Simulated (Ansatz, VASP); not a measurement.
## Ir in VASP and in Ansatz

```
CELL_PARAMETERS angstrom
2.75869 0.00000 0.00000
-1.37934 2.38909 0.00000
0.00000 0.00000 4.46834
ATOMIC_POSITIONS crystal
Ir 0.33333 0.66667 0.25000
Ir 0.66667 0.33333 0.75000
```

Alike in both runs: task single point; functional BLYP; k mesh 15 × 15 × 8; occupations fermi-dirac, width 0.1 eV; no spin polarisation.

|  | VASP | Ansatz |
| --- | --- | --- |
| version | VASP 6.6.1 | Ansatz 0.2.0 |
| potentials or method | VASP PAW PBE potentials, release 64 (Ir), cutoff 520 eV | plane waves (420 eV) with PAW, scalar-relativistic |
| valence electrons in the cell | 18 | 34 |

```tsv
	VASP	Ansatz	Ansatz less VASP
pressure (GPa)	15.7	12.9	-2.79
traceless stress, the component that is largest in VASP (GPa)	0.17	0.13	-0.041
```

VASP's potentials were made for PBE, not for BLYP. VASP's potentials hold 18 valence electrons a cell and Ansatz's 34, so a difference there can come from the potentials and not from the codes.

Spin-orbit coupling is off throughout.
